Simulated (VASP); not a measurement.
Set up this calculation in VASP 6.6.1, as the native input.

| Quantity | Value |
| --- | --- |
| Task | single point |
| Functional | PBE |
| Potentials or basis | VASP PAW PBE potentials, release 64 (Y_sv, I) |
| Cutoff | 520 eV |
| k mesh | 6 × 6 × 8 |
| Occupations | gaussian, width 0.1 eV |
| Spin | no spin polarisation |
| Dipole correction | no |
| Further INCAR settings | ALGO = Normal; EDIFF = 1e-06; NBANDS = 50 |

The structure of Y3I lies in POSCAR:

```
Y3I
1.0
    6.9843223123      0.0000000000      0.0000000000
   -3.4921611562      6.0486005507      0.0000000000
    0.0000000000      0.0000000000      5.7396977393
Y I
6 2
Direct
    0.8339938466      0.6679876931      0.2500000000
    0.1660061534      0.8339938466      0.7500000000
    0.3320123069      0.1660061534      0.2500000000
    0.1660061534      0.3320123069      0.7500000000
    0.8339938466      0.1660061534      0.2500000000
    0.6679876931      0.8339938466      0.7500000000
    0.3333333333      0.6666666667      0.2500000000
    0.6666666667      0.3333333333      0.7500000000
```

These files were run (other wordings do the same):

INCAR

```
  PREC = Accurate
  ENCUT = 520
  EDIFF = 1E-6
  ISMEAR = 0
  SIGMA = 0.1
  LREAL = F
  LASPH = T
  NELM = 100
  ALGO = Normal
  ISIF = 2
  LWAVE = F
  LCHARG = T
  GGA = PE
  LELF = T
  LVHAR = T
  NBANDS = 50
```

KPOINTS

```
regular mesh
0
Gamma
  6 6 8
```

Potentials or basis: VASP PAW PBE potentials, release 64 (Y_sv, I).

Command:

```console
$ cat potpaw_PBE.64/Y_sv/POTCAR potpaw_PBE.64/I/POTCAR > POTCAR
$ mpirun -np 1 vasp_std > vasp.out
```

Results of the run:

```
Pressure               : 0.0 GPa
Largest force          : 0.008 eV/Å
Band gap on the k mesh : zero (bands 40 and 41 overlap by 1.12 eV)
```

Caveat: spin-orbit coupling is left out, which moves the levels of the heavy elements.

It took 6.8 min on 1 thread of Intel(R) Xeon(R) Platinum 8488C (Sapphire Rapids), with other jobs on the host, peak memory 0.58 GiB.
